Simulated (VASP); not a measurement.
Wanted: the native input for a VASP 6.6.1 run.

```
Task                   : relaxation of cell and atoms
Functional             : LDA
Potentials or basis    : VASP PAW LDA potentials, release 64 (Sb)
Cutoff                 : 600 eV
k mesh                 : 6 × 6 × 6
Occupations            : fermi-dirac, width 0.05 eV
Spin                   : no spin polarisation
Dipole correction      : no
Further INCAR settings : ALGO = Normal; EDIFF = 1e-07; IBRION = 2; EDIFFG = -0.03; NSW = 80; ISIF = 3
```

The structure of Sb lies in POSCAR:

```
Sb
1.0
    0.0000000000      3.4000000000      3.4000000000
    3.4000000000      0.0000000000      3.4000000000
    3.4000000000      3.4000000000      0.0000000000
Sb
2
Direct
    0.0000000000      0.0000000000      0.0000000000
    0.2500000000      0.2500000000      0.2500000000
```

One way to write it, as run:

INCAR

```
SYSTEM = Sb
ALGO     = Normal         ! electronic algorithm
EDIFF    = 1E-7           ! SCF threshold, eV
EDIFFG   = -0.03          ! ionic threshold
ENCUT    = 600            ! plane-wave cutoff, eV
IBRION   = 2              ! ionic algorithm
ISIF     = 3              ! what is computed and relaxed
ISMEAR   = -1             ! smearing method
LASPH    = .True.         ! aspherical terms in the spheres
LCHARG   = .False.        ! write CHGCAR
LREAL    = .False.        ! projectors in reciprocal space
LWAVE    = .False.        ! write WAVECAR
NELM     = 80             ! most SCF steps
NSW      = 80             ! ionic steps
PREC     = Accurate       ! precision mode
SIGMA    = 0.05           ! smearing width, eV
```

KPOINTS

```
k-points
0
Gamma
  6 6 6
  0 0 0
```

Potentials or basis: VASP PAW LDA potentials, release 64 (Sb).

Launch:

```console
$ cat potpaw_LDA.64/Sb/POTCAR > POTCAR
$ mpirun -np 1 vasp_std > vasp.out
```

Results of the run:

| Item | Value |
| --- | --- |
| Relaxed volume | 40.04 Å³/atom |
| Relaxed cell | a = 4.838 Å, b = 4.838 Å, c = 4.838 Å, α = 60.00°, β = 60.00°, γ = 60.00° |
| Space group after relaxing (to 0.05 Å) | Fd-3m (No. 227) |
| Energy gained by relaxing | 1.7 meV/atom |
| Ionic steps | 3 |
| Pressure after relaxing | 0.0 GPa |
| Band gap on the k mesh | zero (band 5 reaches 4.65 eV, above the bottom of band 6 at 3.72 eV) |

Caveat: spin-orbit coupling is left out, which moves the levels of the heavy elements.

It took 24 s on 1 thread of Intel Xeon 6975P-C, with other jobs on the host, peak memory 0.19 GiB.
